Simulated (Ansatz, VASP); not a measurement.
**One calculation of BN, two programs**

```
B N
1.0
     2.51211    0.00000    0.00000
    -1.25606    2.17555    0.00000
     0.00000    0.00000    7.85522
B N
2 2
Direct
  0.00000 0.00000 0.50000
  0.33333 0.66667 0.00000
  0.33333 0.66667 0.50000
  0.66667 0.33333 0.00000
```

Alike in both runs: task relaxation of cell and atoms; functional PBE; k mesh 12 × 12 × 4; occupations gaussian, width 0.02 eV; no spin polarisation.

```csv
,VASP,Ansatz
version,VASP 6.6.1,Ansatz 0.2.0
potentials or method,"VASP PAW PBE potentials, release 64 (B, N), cutoff 600 eV","scalar-relativistic, plane waves, PAW"
valence electrons in the cell,16,16
```

VASP gave:

```
gap on the k mesh at the Fermi level, each at its own relaxed structure (eV) : 4.52
relaxed volume (Å³/atom)                                                     : 10.73
relaxed cell length with the largest relative difference (Å)                 : 7.855
```

**Question.** Estimate Ansatz's values.

**Answer.** gap on the k mesh at the Fermi level, each at its own relaxed structure (eV): 4.39; relaxed volume (Å³/atom): 11.41; relaxed cell length with the largest relative difference (Å): 8.352.

One of these differences is far larger than is usual between the two programs; its cause wasn't traced.

Noted on VASP's run: the relaxation stopped at its first step, so nothing moved.
